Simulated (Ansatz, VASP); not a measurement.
**One calculation of Ba2C3, two programs**

```
Ba C
1.0
     4.66806    0.00000    0.00000
     0.00000    4.66806    0.00000
     0.00000    0.00000    4.66806
Ba C
2 3
Direct
  0.50000 0.50000 0.50000
  0.00000 0.00000 0.00000
  0.50000 0.00000 0.00000
  0.00000 0.50000 0.00000
  0.00000 0.00000 0.50000
```

Alike in both runs: task relaxation of cell and atoms; functional PBE; k mesh 8 × 8 × 8; occupations gaussian, width 0.1 eV; no spin polarisation.

|  | VASP | Ansatz |
| --- | --- | --- |
| version | VASP 6.6.1 | Ansatz 0.2.0 |
| potentials or method | VASP PAW PBE potentials, release 64 (Ba_sv, C), cutoff 600 eV | scalar-relativistic, plane waves, PAW |
| valence electrons in the cell | 32 | 32 |

```csv
,VASP,Ansatz,Ansatz less VASP
"gap on the k mesh at the Fermi level, each at its own relaxed structure (eV)",none,none,-
relaxed volume (Å³/atom),23.23,21.92,-1.313
relaxed length of the cell vector where the two differ most in proportion (Å),4.879,4.786,-0.0937
```

A gap of «none» marks a metal or a gap that the smearing closes.

Spin-orbit coupling is off throughout.
